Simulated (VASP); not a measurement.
# Ga5N2: single point with PBE

The system is Ga5N2.

```
CELL_PARAMETERS angstrom
5.71040 0.00000 0.00000
-2.85520 4.94535 0.00000
0.00000 0.00000 4.67399
ATOMIC_POSITIONS crystal
Ga 0.50000 0.00000 0.00000
Ga 0.00000 0.50000 0.00000
Ga 0.50000 0.50000 0.00000
Ga 0.33333 0.66667 0.50000
Ga 0.66667 0.33333 0.50000
N 0.00000 0.00000 0.61953
N 0.00000 0.00000 0.38047
```

The cell was generated, and may not be a known phase.

```yaml
Program: VASP 6.6.1
Task: single point
Functional: PBE
Potentials_or_basis: VASP PAW PBE potentials, release 64 (Ga_d, N)
Cutoff: 520 eV
k_mesh: 6 × 6 × 4
Occupations: gaussian, width 0.1 eV
Spin: collinear spin, ferromagnetic start
Starting_moments: "[0.0, 0.0, 0.0, 0.0, 0.0, 1.0, 1.0] μB"
```

| Property | Result |
| --- | --- |
| Pressure | 0.7 GPa |
| Largest force | 1.446 eV/Å |
| Net moment | 0.00 μB per cell |
| Valence electrons inside the program's atomic spheres | Ga 11.52, 11.49 (each value once); N 3.85 |

Forces in eV/Å, atoms in the order of the input:
```
Ga   0.000  0.000  0.000
Ga   0.000  0.000  0.000
Ga   0.000  0.000  0.000
Ga   0.000  0.000  0.000
Ga   0.000  0.000  0.000
N    0.000  0.000  1.446
N    0.000  0.000 -1.446
```

Stress tensor (GPa, compression positive):
```
0.18 0.00 0.00
0.00 0.18 0.00
0.00 0.00 1.64
```

Levels at points of the mesh, in eV from the Fermi level:
Spin up:
```
           k point  band 35  band 36  band 37  band 38  band 39  band 40  band 41  band 42
(0.00, 0.00, 0.00)    -2.88    -2.53    -0.51    -0.51     1.12     1.87     1.87     2.16
(0.50, 0.00, 0.00)    -2.12    -1.99    -0.71    -0.58     1.37     1.62     1.79     2.41
(0.00, 0.00, 0.50)    -3.09    -3.09    -1.57    -1.57    -0.94    -0.94     3.26     3.26
(0.50, 0.00, 0.50)    -3.80    -1.44    -1.16     0.60     1.65     1.80     3.07     3.22
```
Spin down:
```
           k point  band 34  band 35  band 36  band 37  band 38  band 39  band 40  band 41  band 42  band 43
(0.00, 0.00, 0.00)    -4.22    -2.88    -2.53    -0.51    -0.51     1.12     1.87     1.87     2.16     2.99
(0.50, 0.00, 0.00)    -2.25    -2.12    -1.99    -0.71    -0.58     1.37     1.62     1.79     2.41     2.52
(0.00, 0.00, 0.50)    -3.61    -3.09    -3.09    -1.57    -1.57    -0.94    -0.94     3.26     3.26     3.27
(0.50, 0.00, 0.50)    -5.28    -3.80    -1.44    -1.16     0.60     1.65     1.80     3.07     3.22     3.37
```

Wall time 53 s on 1 × NVIDIA H100 80GB with 1 thread of AMD EPYC 7R13 Processor (Zen 3), with other jobs on the host, peak memory 1.4 GiB.

Caveat: the standard files for N, O and F lose accuracy on very short bonds; forces of over 1 eV/Å act on the atoms, so gaps and moduli don't describe the material at rest.
